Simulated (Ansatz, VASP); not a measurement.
**TaCrS3 in VASP and in Ansatz**

```xyz
5
Lattice="4.7852 0.0000 0.0000 0.0000 4.7852 0.0000 0.0000 0.0000 4.7856" Properties=species:S:1:pos:R:3 pbc="T T T"
Ta    2.3926    2.3926    2.3928
Cr    0.0000    0.0000    0.0000
S     2.3926    2.3926    0.0000
S     2.3926    0.0000    2.3928
S     0.0000    2.3926    2.3928
```

Alike in both runs: functional PBE; k mesh 4 × 4 × 4; occupations gaussian, width 0.1 eV; collinear spin.

Ansatz relaxed the structure, and its values are those at the end. VASP's run is a single point on that final structure, the one shown.

|  | VASP | Ansatz |
| --- | --- | --- |
| version | VASP 6.6.1 | Ansatz 0.2.0 |
| potentials or method | VASP PAW PBE potentials, release 64 (Ta_pv, Cr_pv, S), cutoff 520 eV | scalar-relativistic, plane waves, PAW |
| valence electrons in the cell | 41 | 45 |

```tsv
	VASP	Ansatz	Ansatz less VASP
gap on the k mesh at the Fermi level (eV)	none	none	-
pressure (GPa)	0.1	0.1	+0.01
net moment per atom (μB)	0.93	0.93	0.000
size of the moment on the site where the two differ most (μB)	4.20	4.43	+0.235
```

Site moments also hang on the region over which each program counts them. A gap of «none» marks a metal or a gap that the smearing closes. VASP's potentials hold 41 valence electrons a cell and Ansatz's 45, so a difference there can come from the potentials and not from the codes.

Neither program's run includes spin-orbit coupling.
